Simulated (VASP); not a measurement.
Here is a VASP 6.6.1 calculation.

The input INCAR:

```
SYSTEM = Ag3Os
ALGO = Fast ; EDIFF = 1E-6
EDIFFG = -0.01 ; ENCUT = 600
GGA = PE ; IBRION = 2
ISIF = 4 ; ISMEAR = 0
LASPH = .TRUE. ; LCHARG = .FALSE.
LREAL = .FALSE. ; LWAVE = .FALSE.
NELM = 80 ; NSW = 50
PREC = Accurate ; SIGMA = 0.1
```

File KPOINTS:

```
k-points
0
G
  12 12 4
  0 0 0
```

The input POSCAR:

```
Ag3Os
1.0
    2.7664706569      0.0000000000      0.0000000000
   -1.3832353284      2.3958338678      0.0000000000
    0.0000000000      0.0000000000      9.7043334593
Ag Os
3 1
Direct
    0.0000000000      0.0000000000      0.0000000000
    0.6666666667      0.3333333333      0.7453329432
    0.6666666667      0.3333333333      0.2546670568
    0.0000000000      0.0000000000      0.5000000000
```

Potentials or basis: VASP PAW PBE potentials, release 64 (Ag, Os).

The run is started by

```bash
$ cat potpaw_PBE.64/Ag/POTCAR potpaw_PBE.64/Os/POTCAR > POTCAR
$ mpirun -np 1 vasp_std > vasp.out
```

Problem. Predict the band gap on the k mesh.

Solution. Zero (an odd number of electrons rules out a gap without spin polarisation).

Final structure:
```
Ag Os
1.0
     2.77277    0.00000    0.00000
    -1.38638    2.40129    0.00000
     0.00000    0.00000    9.66030
Ag Os
3 1
Direct
  0.00000 0.00000 0.00000
  0.66667 0.33333 0.74645
  0.66667 0.33333 0.25355
  0.00000 0.00000 0.50000
```

Caveat: spin-orbit coupling is left out, which moves the levels of the heavy elements.
